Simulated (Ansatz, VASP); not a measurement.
# MgI2: VASP beside Ansatz

```xyz
3
Lattice="4.1537 0.0415 0.0415 -2.0409 3.5764 0.0152 0.0686 0.0686 6.8620" Properties=species:S:1:pos:R:3 pbc="T T T"
Mg    0.0000    0.0000    0.0000
I     0.0760    2.4501    5.2228
I     2.1055    1.2365    1.6959
```

Change from the starting cell: equal xy, yz and zx shear strains of +2 %, crystal datasets.

Alike in both runs: task electric field gradients; functional PBEsol; k mesh 7 × 7 × 4; occupations fermi-dirac, width 0.03 eV; no spin polarisation.

|  | VASP | Ansatz |
| --- | --- | --- |
| version | VASP 6.6.1 | Ansatz 0.2.0 |
| potentials or method | VASP PAW PBE potentials, release 64 (Mg, I), cutoff 520 eV | all-electron PAW with datasets made for the crystal, scalar-relativistic |

|  | VASP | Ansatz | Ansatz less VASP |
| --- | --- | --- | --- |
| gap on the k mesh at the Fermi level (eV) | 3.41 | 3.43 | +0.015 |
| pressure (GPa) | -0.2 | -0.1 | +0.02 |
| traceless stress, the component that is largest in VASP (GPa) | -0.35 | -0.35 | 0.000 |
| rms of the force components (eV/Å) | 0.039 | 0.038 | -0.0004 |
| size of Vzz on the site where it differs most (V/Å²) | 49.5 | 51.2 | +1.64 |

VASP's potentials were made for PBE, not for PBEsol. Atom by atom the forces differ by 0.001 eV/Å (rms over components). Ansatz ran all-electron here, and VASP with PAW potentials.

Spin-orbit coupling is off throughout.
